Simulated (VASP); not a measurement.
C, 4 atoms in the cell. It takes space group P6_3/mmc (No. 194, hexagonal). The conventional cell has a = 2.467 Å, b = 2.467 Å, c = 8.527 Å, α = 90.00°, β = 90.00°, γ = 120.00°. Within 1.9 Å of C (site symmetry -6m2) lie 3 C at 1.42 Å. C (site symmetry -6m2) has 3 C at 1.42 Å within 1.9 Å. 

| Quantity | Value |
| --- | --- |
| Program | VASP 6.6.1 |
| Task | single point |
| Functional | PBE |
| Potentials or basis | VASP PAW PBE potentials, release 64 (C) |
| Cutoff | 520 eV |
| k mesh | 15 × 15 × 4 |
| Occupations | gaussian, width 1 eV |
| Spin | no spin polarisation |
| Dipole correction | no |
| Further INCAR settings | ALGO = Normal; EDIFF = 1e-06; NBANDS = 16 |

Potentials or basis: VASP PAW PBE potentials, release 64 (C).

Command:

```bash
$ cat potpaw_PBE.64/C/POTCAR > POTCAR
$ mpirun -np 1 vasp_std > vasp.out
```

Hardware: 1 thread of Intel Xeon 8259CL (shared host).

Q: Estimate the wall time of this run.

A: It took 71 s on 1 thread of Intel Xeon 8259CL (shared host), peak memory 0.17 GiB. Counts: scf iterations 13, k points 81.
